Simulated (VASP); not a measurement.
# Se (P6/mmm) in VASP: notebook

Se is run at these levels: r2SCAN; tasks: single point, relaxation of cell and atoms.

Program: VASP 6.6.1. These are calculated values, not measurements. Logs are shortened: lines on timing, memory, paths and dates and some standing lists are left out, and cuts for length are marked.

## (1) The cell of the first run

It takes space group P6/mmm (No. 191, hexagonal). The conventional cell has a = 6.605 Å, b = 6.605 Å, c = 2.369 Å, α = 90.00°, β = 90.00°, γ = 120.00°. Se (site symmetry 6/mmm) has 2 Se at 2.37 Å within 3.1 Å. Within 3.1 Å of Se (site symmetry -6m2) lie 2 Se at 2.37 Å.

This isn't the form of Se at room conditions, which is trigonal, of chains.

## (2) Single point, r2SCAN

Input file POSCAR:

```
Se
1.0
    6.6050272171      0.0000000000      0.0000000000
   -3.3025136085      5.7201213627      0.0000000000
    0.0000000000      0.0000000000      2.3687481890
Se
3
Direct
    0.0000000000      0.0000000000      0.0000000000
    0.3333333333      0.6666666667      0.5000000000
    0.6666666667      0.3333333333      0.5000000000
```

Input file INCAR.step1:

```
ALGO = Normal ; EDIFF = 1E-4
ENCUT = 520 ; GGA = PE
ISMEAR = 0 ; LASPH = T
LCHARG = F ; LREAL = F
LWAVE = T ; NBANDS = 16
NELM = 60 ; PREC = Accurate
SIGMA = 0.1
```

Input file INCAR.step2:

```
ALGO = Normal ; EDIFF = 1E-7
ENCUT = 520 ; ISIF = 2
ISMEAR = 0 ; ISTART = 1
LASPH = T ; LCHARG = T
LELF = T ; LMIXTAU = T
LREAL = F ; LVHAR = T
LWAVE = F ; METAGGA = R2SCAN
NBANDS = 16 ; NELM = 60
PREC = Accurate ; SIGMA = 0.1
```

Input file KPOINTS:

```
k-points
0
Gamma
  6 6 6
```

Potentials or basis: VASP PAW PBE potentials, release 64 (Se).

On the command line:

```sh
$ cat potpaw_PBE.64/Se/POTCAR > POTCAR
$ cp INCAR.step1 INCAR
$ mpirun -np 1 vasp_std > vasp.out
$ cp INCAR.step2 INCAR
$ mpirun -np 1 vasp_std > vasp.out
```

OUTCAR:

```text
EDIFF = 1E-7
   ENCUT = 520
   ISIF = 2
   ISMEAR = 0
   ISTART = 1
   LASPH = T
   LREAL = F
   METAGGA = R2SCAN
   NELM = 60
   PREC = Accurate

 ion  position               nearest neighbor table
   1  0.000  0.000  0.000-
   2  0.333  0.667  0.500-
   3  0.667  0.333  0.500-

  LATTYP: Found a hexagonal cell.
 ALAT       =     6.6050272171
 C/A-ratio  =     0.3586280739

  Lattice vectors:

 A1 = (   6.6050272171,   0.0000000000,   0.0000000000)
 A2 = (  -3.3025136085,   5.7201213627,   0.0000000000)
 A3 = (   0.0000000000,   0.0000000000,   2.3687481890)

Analysis of symmetry for initial positions (statically):
=====================================================================
 Subroutine PRICEL returns:
 Original cell was already a primitive cell.

 Routine SETGRP: Setting up the symmetry group for a
 hexagonal supercell.

 Subroutine GETGRP returns: Found 24 space group operations
 (whereof 24 operations were pure point group operations)
 out of a pool of 24 trial point group operations.

The static configuration has the point symmetry D_6h.

Analysis of symmetry for dynamics (positions and initial velocities):
=====================================================================
 Subroutine PRICEL returns:
 Original cell was already a primitive cell.

 Routine SETGRP: Setting up the symmetry group for a
 hexagonal supercell.

 Subroutine GETGRP returns: Found 24 space group operations
 (whereof 24 operations were pure point group operations)
 out of a pool of 24 trial point group operations.

The dynamic configuration has the point symmetry D_6h.

 Subroutine INISYM returns: Found 24 space group operations
 (whereof 24 operations are pure point group operations),
 and found     1 'primitive' translations

----------------------------------------------------------------------------------------

                                     Primitive cell

  volume of cell :      89.4950

  direct lattice vectors                    reciprocal lattice vectors
     6.605027217  0.000000000  0.000000000     0.151399830  0.087410733  0.000000000
    -3.302513608  5.720121363  0.000000000     0.000000000  0.174821466  0.000000000
     0.000000000  0.000000000  2.368748189     0.000000000  0.000000000  0.422163911

  length of vectors
     6.605027217  6.605027217  2.368748189     0.174821466  0.174821466  0.422163911

  position of ions in fractional coordinates (direct lattice)
     0.000000000  0.000000000  0.000000000
     0.333333333  0.666666667  0.500000000
     0.666666667  0.333333333  0.500000000

  ion indices of the primitive-cell ions
   primitive index   ion index
                 1           1
                 2           2
                 3           3

----------------------------------------------------------------------------------------

 KPOINTS: k-points

Automatic generation of k-mesh.
 Grid dimensions read from file:
 generate k-points for:    6    6    6

 Generating k-lattice:

  Cartesian coordinates                     Fractional coordinates (reciprocal lattice)
     0.025233305  0.014568455  0.000000000     0.166666667  0.000000000  0.000000000
     0.000000000  0.029136911  0.000000000     0.000000000  0.166666667  0.000000000
     0.000000000  0.000000000  0.070360652     0.000000000  0.000000000  0.166666667

  Length of vectors
     0.029136911  0.029136911  0.070360652

  Shift w.r.t. Gamma in fractional coordinates (k-lattice)
     0.000000000  0.000000000  0.000000000

 Subroutine IBZKPT returns following result:
 ===========================================

 Found     28 irreducible k-points:

 Following reciprocal coordinates:
            Coordinates               Weight
  0.000000  0.000000  0.000000      1.000000
  0.166667  0.000000  0.000000      6.000000
  0.333333  0.000000  0.000000      6.000000
  0.500000  0.000000  0.000000      3.000000
  0.166667  0.166667  0.000000      6.000000
  0.333333  0.166667  0.000000     12.000000
[... 16 lines left out ...]
  0.166667  0.000000  0.500000      6.000000
  0.333333  0.000000  0.500000      6.000000
 [... further k-points ...]
   k-points           NKPTS =     28   k-points in BZ     NKDIM =     28   number of bands    NBANDS=     16
   number of dos      NEDOS =    301   number of ions     NIONS =      3
   total plane-waves  NPLWV =  45000
   dimension x,y,z NGX =    50 NGY =   50 NGZ =   18
   dimension x,y,z NGXF=   100 NGYF=  100 NGZF=   36
   ions per type =               3
   NGX,Y,Z   is equivalent  to a cutoff of  12.58, 12.58, 12.63 a.u.
   NGXF,Y,Z  is equivalent  to a cutoff of  25.17, 25.17, 25.27 a.u.
 SYSTEM =  unknown system
   PREC   = accura    normal or accurate (medium, high low for compatibility)
   ISTART =      1    job   : 0-new  1-cont  2-samecut
   ICHARG =      0    charge: 1-file 2-atom 10-const
   ISPIN  =      1    spin polarized calculation?
   LNONCOLLINEAR =      F non collinear calculations
   LSORBIT =      F    spin-orbit coupling
   LASPH  =      T    aspherical Exc in radial PAW
   ENCUT  =  520.0 eV  38.22 Ry    6.18 a.u.  12.28 12.28  4.40*2*pi/ulx,y,z
   NELM   =     60;   NELMIN=  2; NELMDL=  0     # of ELM steps
   EDIFF  = 0.1E-06   stopping-criterion for ELM
   LREAL  =      F    real-space projection
   EDIFFG = 0.1E-05   stopping-criterion for IOM
   NSW    =      0    number of steps for IOM
   IBRION =     -1    ionic relax: 0-MD 1-quasi-New 2-CG
   NFREE  =      0    steps in history (QN), initial steepest desc. (CG)
   ISIF   =      2    stress and relaxation
   ISYM   =      2    0-nonsym 1-usesym 2-fastsym
   POTIM  = 0.5000    time-step for ionic-motion
   TEBEG  =    0.0;   TEEND  =   0.0 temperature during run
   PSTRESS=    0.0 pullay stress
   NELECT =      18.0000    total number of electrons
   NUPDOWN=      -1.0000    fix difference up-down
   EMIN   =  10.00;   EMAX   =-10.00  energy-range for DOS
   EFERMI =   0.00;   METHOD = LEGACY
   ISMEAR =     0;   SIGMA  =   0.10  broadening in eV -4-tet -1-fermi 0-gaus
   EFERMI_NEDOS =   21; number of points for ismear=-14 and -15
   IALGO  =     38    algorithm
   IMIX   =      4    mixing-type and parameters
     AMIX     =   0.40;   BMIX     =  1.00
     AMIX_MAG =   1.60;   BMIX_MAG =  1.00
  volume/ion in A,a.u.               =      29.83       201.31
  Fermi-wavevector in a.u.,A,eV,Ry     =   0.959178  1.812584 12.517677  0.920023
  Thomas-Fermi vector in A             =   2.088352
   LORBIT       =      0    0 simple, 1 ext, 2 COOP (PROOUT), +10 PAW based schemes
   METAGGA = R2SCAN    functional components
   LHFCALC =     F    Hartree Fock is set to
   AEXX    =    0.0000 exact exchange contribution
   IVDW    =     0    specifies the selected vdW correction
   LEPSILON=     F    determine dielectric tensor
   LRPA    =     F    only Hartree local field effects (RPA)
 non-spin polarized calculation
 Gauss-broadening in eV      SIGMA  =   0.10
  energy-cutoff  :      520.00
  volume of cell :       89.49
 maximum number of plane-waves:      2433
 NGX is ok and might be reduce to    50
   NGX = 25   NGY = 25   NGZ =  9

 number of electron      17.9999999 magnetization

 Free energy of the ion-electron system (eV)
  ---------------------------------------------------
  ext. energy  EPLUGINS =         0.00000000
  ---------------------------------------------------
  free energy    TOTEN  =       -41.59957672 eV

  energy without entropy =      -41.58508248  energy(sigma->0) =      -41.59232960

 E-fermi :   1.3685     XC(G=0):  -8.9125

 val. band max:        1.3684269484   @ k =   0.5000   0.0000   0.3333
 cond. band min:       1.4081220852   @ k =   0.5000   0.0000   0.3333
 fundamental gap:      0.0396951368
 Fermi energy:         1.3685420734

 k-point     1 :       0.0000    0.0000    0.0000
  band No.  band energies     occupation
      1     -14.4026      2.00000
      2     -13.9050      2.00000
      3     -13.8354      2.00000
      4      -2.6721      2.00000
      5      -2.6721      2.00000
      6      -2.6117      2.00000
[... 8 lines left out ...]
     15      10.7016      0.00000
     16      10.7210      0.00000

 k-point     2 :       0.1667    0.0000    0.0000
  band No.  band energies     occupation
      1     -14.3653      2.00000
      2     -13.9279      2.00000
      3     -13.8570      2.00000
      4      -3.0334      2.00000
      5      -2.9215      2.00000
      6      -2.1508      2.00000
[... 8 lines left out ...]
     15      10.6906      0.00000
     16      10.7696      0.00000

 k-point     3 :       0.3333    0.0000    0.0000
  band No.  band energies     occupation
      1     -14.2645      2.00000
      2     -13.9994      2.00000
      3     -13.9009      2.00000
      4      -3.2821      2.00000
      5      -2.8174      2.00000
      6      -1.6250      2.00000
[... 8 lines left out ...]
     15      10.5181      0.00000
     16      10.6564      0.00000

 k-point     4 :       0.5000    0.0000    0.0000
  band No.  band energies     occupation
      1     -14.1532      2.00000
      2     -14.0987      2.00000
      3     -13.9203      2.00000
      4      -3.3675      2.00000
      5      -2.3688      2.00000
      6      -2.3152      2.00000
[... 8 lines left out ...]
     15      10.5713      0.00000
     16      10.6143      0.00000

 k-point     5 :       0.1667    0.1667    0.0000
  band No.  band energies     occupation
      1     -14.2963      2.00000
      2     -13.9685      2.00000
      3     -13.8964      2.00000
      4      -3.0776      2.00000
      5      -3.0647      2.00000
      6      -1.6728      2.00000
[... 8 lines left out ...]
     15      10.6693      0.00000
     16      10.7504      0.00000

 k-point     6 :       0.3333    0.1667    0.0000
  band No.  band energies     occupation
      1     -14.1817      2.00000
      2     -14.0482      2.00000
      3     -13.9425      2.00000
      4      -3.2006      2.00000
      5      -2.7742      2.00000
      6      -2.1657      2.00000
[... 8 lines left out ...]
     15      10.6313      0.00000
     16      10.7262      0.00000

 k-point     7 :       0.3333    0.3333    0.0000
  band No.  band energies     occupation
      1     -14.0926      2.00000
      2     -14.0926      2.00000
      3     -13.9912      2.00000
      4      -2.8203      2.00000
      5      -2.7762      2.00000
      6      -2.7762      2.00000
[... 8 lines left out ...]
     15      10.7095      0.00000
     16      11.5217      0.00000

 k-point     8 :       0.0000    0.0000    0.1667
  band No.  band energies     occupation
      1     -13.6523      2.00000
      2     -13.1571      2.00000
      3     -13.0891      2.00000
      4      -1.9573      2.00000
      5      -1.9573      2.00000
      6      -1.8892      2.00000
[... 8 lines left out ...]
     15      11.3143      0.00000
     16      11.3442      0.00000

 k-point     9 :       0.1667    0.0000    0.1667
  band No.  band energies     occupation
      1     -13.6152      2.00000
      2     -13.1800      2.00000
      3     -13.1103      2.00000
      4      -2.3099      2.00000
      5      -2.1995      2.00000
      6      -1.4392      2.00000
[... 8 lines left out ...]
     15      10.4146      0.00000
     16      10.9327      0.00000
[... 172 lines left out ...]
 k-point    19 :       0.1667    0.1667    0.3333
  band No.  band energies     occupation
      1     -11.3330      2.00000
      2     -11.0124      2.00000
      3     -10.9477      2.00000
      4      -1.5630      2.00000
      5      -1.2738      2.00000
      6      -1.1992      2.00000
[... 8 lines left out ...]
     15      10.6967      0.00000
     16      11.3927      0.00000

 k-point    20 :       0.3333    0.1667    0.3333
  band No.  band energies     occupation
      1     -11.2227      2.00000
      2     -11.0912      2.00000
      3     -10.9895      2.00000
      4      -1.4629      2.00000
      5      -1.3441      2.00000
      6      -1.2422      2.00000
[... 8 lines left out ...]
     15      10.6022      0.00000
     16      11.0368      0.00000

 k-point    21 :       0.3333    0.3333    0.3333
  band No.  band energies     occupation
      1     -11.1365      2.00000
      2     -11.1365      2.00000
      3     -11.0340      2.00000
      4      -1.3840      2.00000
      5      -1.3840      2.00000
      6      -1.2862      2.00000
[... 8 lines left out ...]
     15      10.3319      0.00000
     16      11.0020      0.00000

 k-point    22 :       0.0000    0.0000    0.5000
  band No.  band energies     occupation
      1      -8.7368      2.00000
      2      -8.4459      2.00000
      3      -8.3396      2.00000
      4      -5.5974      2.00000
      5      -5.3583      2.00000
      6      -5.3319      2.00000
[... 8 lines left out ...]
     15       9.4108      0.00000
     16       9.4108      0.00000

 k-point    23 :       0.1667    0.0000    0.5000
  band No.  band energies     occupation
      1      -8.7134      2.00000
      2      -8.4431      2.00000
      3      -8.3640      2.00000
      4      -5.5883      2.00000
      5      -5.3651      2.00000
      6      -5.3500      2.00000
[... 8 lines left out ...]
     15       9.2868      0.00000
     16       9.4366      0.00000

 k-point    24 :       0.3333    0.0000    0.5000
  band No.  band energies     occupation
      1      -8.6531      2.00000
      2      -8.4375      2.00000
      3      -8.4263      2.00000
      4      -5.5609      2.00000
      5      -5.3957      2.00000
      6      -5.3790      2.00000
[... 8 lines left out ...]
     15       9.2261      0.00000
     16       9.4906      0.00000

 [... further k-points ...]

------------------------ aborting loop because EDIFF is reached ----------------------------------------

  FORCE on cell =-STRESS in cart. coord.  units (eV):
  Direction    XX          YY          ZZ          XY          YZ          ZX
  --------------------------------------------------------------------------------------
  -------------------------------------------------------------------------------------
  Total        0.0124947      0.0124947     -0.1092833      0.0000000     -0.0000000      0.0000000
  in kB        0.2236846      0.2236846     -1.9564356      0.0000000     -0.0000000      0.0000000
  external PRESSURE =      -0.5030221 kB  Pullay stress =       0.0000000 kB

 VOLUME and BASIS-vectors are now :
 -----------------------------------------------------------------------------
  energy-cutoff  :      520.00
  volume of cell :       89.49
      direct lattice vectors                 reciprocal lattice vectors
     6.605027217  0.000000000  0.000000000     0.151399830  0.087410733  0.000000000
    -3.302513608  5.720121363  0.000000000     0.000000000  0.174821466  0.000000000
     0.000000000  0.000000000  2.368748189     0.000000000  0.000000000  0.422163911

 POSITION                                       TOTAL-FORCE (eV/Angst)
 -----------------------------------------------------------------------------------
      0.00000      0.00000      0.00000        -0.000000      0.000000      0.000000
     -0.00000      3.81341      1.18437        -0.000000      0.000000      0.000000
      3.30251      1.90671      1.18437         0.000000      0.000000     -0.000000
 -----------------------------------------------------------------------------------
    total drift:                                0.000000      0.000000      0.000000

  FREE ENERGIE OF THE ION-ELECTRON SYSTEM (eV)
  ---------------------------------------------------
  free  energy   TOTEN  =       -41.5995767240 eV

  energy  without entropy=      -41.5850824790  energy(sigma->0) =      -41.59232960
```

It took 91 s on 1 thread of Intel Xeon 6975P-C (Granite Rapids), shared host; peak memory 0.22 GiB.

Results:

```
Free energy            : -41.5996 eV
Pressure               : -0.1 GPa
Band gap on the k mesh : zero (bands 9 and 10 overlap by 2.12 eV)
```

Stress tensor (GPa, compression positive):
```
 0.02  0.00  0.00
 0.00  0.02  0.00
 0.00  0.00 -0.20
```

Levels at points of the mesh, in eV from the Fermi level:
| k point | band 7 | band 8 | band 9 | band 10 | band 11 | band 12 |
| --- | --- | --- | --- | --- | --- | --- |
| (0.00, 0.00, 0.00) | -3.98 | -1.85 | -1.85 | 4.73 | 9.07 | 9.32 |
| (0.50, 0.00, 0.00) | -2.53 | -2.52 | -2.49 | 5.59 | 7.38 | 7.41 |
| (0.00, 0.00, 0.50) | 0.35 | 0.35 | 0.89 | 0.89 | 1.33 | 1.33 |
| (0.50, 0.00, 0.50) | 0.19 | 0.61 | 0.86 | 0.96 | 1.17 | 1.56 |

Caveat: the k points lie up to 0.44 Å⁻¹ apart, too coarse for converged energies and pressures of a metal; the PAW data sets were made with another functional, which shifts forces and pressure a little.

## (3) Relaxation of cell and atoms, r2SCAN

This run uses another cell than the first one, of 30.65 Å³/atom.

Input file POSCAR:

```
Se
1.0
    5.5739670398      0.0000000000      0.0000000000
   -2.7869835199      4.8271970563      0.0000000000
    0.0000000000      0.0000000000      3.4170841418
Se
3
Direct
    0.0000000000      0.0000000000      0.0000000000
    0.3333333333      0.6666666667      0.5000000000
    0.6666666667      0.3333333333      0.5000000000
```

Input file INCAR.step1:

```
SYSTEM = Se
PREC = Accurate
ENCUT = 600
ISMEAR = 0
SIGMA = 0.1
LREAL = .False.
LASPH = .True.
NELM = 80
GGA = PE
ALGO = Normal
EDIFF = 1E-4
LWAVE = .True.
LCHARG = .False.
```

Input file INCAR.step2:

```
SYSTEM = Se
PREC = Accurate
ENCUT = 600
EDIFF = 1E-7
ISMEAR = 0
SIGMA = 0.1
LREAL = .False.
LASPH = .True.
NELM = 80
ALGO = Normal
ISIF = 3
LWAVE = .False.
LCHARG = .False.
METAGGA = R2SCAN
LMIXTAU = .True.
IBRION = 2
NSW = 90
EDIFFG = -0.04
ISTART = 1
```

Input file KPOINTS:

```
Automatic mesh
0
Gamma
  6 6 6
  0 0 0
```

Potentials or basis: VASP PAW PBE potentials, release 64 (Se).

On the command line:

```sh
$ cat potpaw_PBE.64/Se/POTCAR > POTCAR
$ cp INCAR.step1 INCAR
$ mpirun -np 1 vasp_std > vasp.out
$ cp INCAR.step2 INCAR
$ mpirun -np 1 vasp_std > vasp.out
```

Wall time 36 min (1 thread of Intel Xeon 6975P-C (Granite Rapids), shared host); peak memory 0.27 GiB.

Results (log left out):

```
Free energy                           : -41.5997 eV
Relaxed volume                        : 29.76 Å³/atom
Relaxed cell                          : a = 6.599 Å, b = 6.599 Å, c = 2.367 Å, α = 90.00°, β = 90.00°, γ = 120.00°
Space group after relaxing (to 0.1 Å) : P6/mmm (No. 191)
Pressure after relaxing               : 0.0 GPa
Band gap on the k mesh                : zero (bands 9 and 10 overlap by 2.13 eV)
```

Final structure:
```cif
data_structure
_symmetry_space_group_name_H-M 'P 1'
_symmetry_Int_Tables_number 1
_cell_length_a 6.5994
_cell_length_b 6.5994
_cell_length_c 2.3672
_cell_angle_alpha 90.000
_cell_angle_beta 90.000
_cell_angle_gamma 120.000
_cell_volume 89.28
loop_
_atom_site_label
_atom_site_type_symbol
_atom_site_fract_x
_atom_site_fract_y
_atom_site_fract_z
_atom_site_occupancy
Se1 Se 0.00000 0.00000 0.00000 1
Se2 Se 0.33333 0.66667 0.50000 1
Se3 Se 0.66667 0.33333 0.50000 1
```

Levels at points of the mesh, in eV from the Fermi level:
```
           k point  band 6  band 7  band 8  band 9  band 10  band 11  band 12  band 13
(0.00, 0.00, 0.00)   -3.99   -3.99   -1.85   -1.85     4.73     9.10     9.36     9.44
(0.50, 0.00, 0.00)   -3.69   -2.54   -2.52   -2.49     5.58     7.39     7.41     7.69
(0.00, 0.00, 0.50)   -6.71    0.35    0.35    0.89     0.89     1.33     1.33     6.78
(0.50, 0.00, 0.50)   -6.77    0.19    0.61    0.86     0.96     1.18     1.56     7.13
```

Caveat: a cell axis changed by over 15 % at a fixed basis, so the end point is rough; the PAW data sets were made with another functional, which shifts forces and pressure a little.

The gap in the log of VASP goes by the Fermi energy; the results here count the filled bands.